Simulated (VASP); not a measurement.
Input of a VASP 6.6.1 run:

File INCAR:

```
SYSTEM = H
PREC = Accurate
ENCUT = 500
EDIFF = 1E-6
ISMEAR = 0
SIGMA = 0.01
LREAL = .FALSE.
LASPH = .TRUE.
NELM = 120
ALGO = Normal
ISIF = 2
LWAVE = .FALSE.
LCHARG = .FALSE.
GGA = PS
NBANDS = 8
GGA_COMPAT = .FALSE.
```

File KPOINTS:

```
regular mesh
0
G
  10 10 10
  0 0 0
```

File POSCAR:

```
H
1.0
   -1.7627324094      1.7627324094      2.1938127132
    1.7627324094     -1.7627324094      2.1938127132
    1.7627324094      1.7627324094     -2.1938127132
H
2
Direct
    0.9134755403      0.9134755403      0.0000000000
    0.0865244597      0.0865244597      0.0000000000
```

Potentials or basis: VASP PAW PBE potentials, release 64 (H).

Command:

```console
$ cat potpaw_PBE.64/H/POTCAR > POTCAR
$ mpirun -np 1 vasp_std > vasp.out
```

(1) What does it give for the largest force?

(2) Estimate the pressure.

## Answers

(1) 0.007 eV/Å.

(2) -0.2 GPa.

Caveat: this functional lacks dispersion, which holds the molecules together, so the pressure and a relaxed volume are unreliable; the PAW data sets were made with another functional, which shifts forces and pressure a little.
